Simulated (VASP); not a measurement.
Here is a VASP 6.6.1 calculation.

INCAR

```
SYSTEM = TiAl3
  PREC = Accurate
  ENCUT = 500
  EDIFF = 1E-6
  ISMEAR = 0
  SIGMA = 0.1
  LREAL = .FALSE.
  LASPH = .TRUE.
  NELM = 120
  ALGO = Normal
  ISIF = 2
  LWAVE = .FALSE.
  LCHARG = .FALSE.
  GGA = PS
  NBANDS = 18
  GGA_COMPAT = .FALSE.
```

The input KPOINTS:

```
Automatic mesh
0
Gamma
  12 8 8
  0.5 0.5 0.5
```

POSCAR

```
TiAl3
1.0
    2.8396770000      0.0000000000      0.0000000000
    0.0000000000      4.6812640000      0.0000000000
    0.0000000000      0.0000000000      4.9007420000
Ti Al
1 3
Direct
    0.0000000000      0.5000000000      0.1659160000
    0.5000000000      0.5000000000      0.6672710000
    0.5000000000      0.0000000000      0.3309120000
    0.0000000000      0.0000000000      0.8359000000
```

Potentials or basis: VASP PAW PBE potentials, release 64 (Ti_sv, Al).

The run is started by

```sh
$ cat potpaw_PBE.64/Ti_sv/POTCAR potpaw_PBE.64/Al/POTCAR > POTCAR
$ mpirun -np 1 vasp_std > vasp.out
```

**Question.** Predict the pressure.

**Answer.** -2.4 GPa.

**Question.** Estimate the largest force.

**Answer.** 0.042 eV/Å.

**Question.** Estimate the band gap on the k mesh.

**Answer.** Zero (an odd number of electrons rules out a gap without spin polarisation).

Forces on the atoms (eV/Å):
```
Ti   0.000  0.000 -0.041
Al   0.000  0.000 -0.003
Al   0.000  0.000  0.003
Al   0.000  0.000  0.042
```

Caveat: the PAW data sets were made with another functional, which shifts forces and pressure a little.
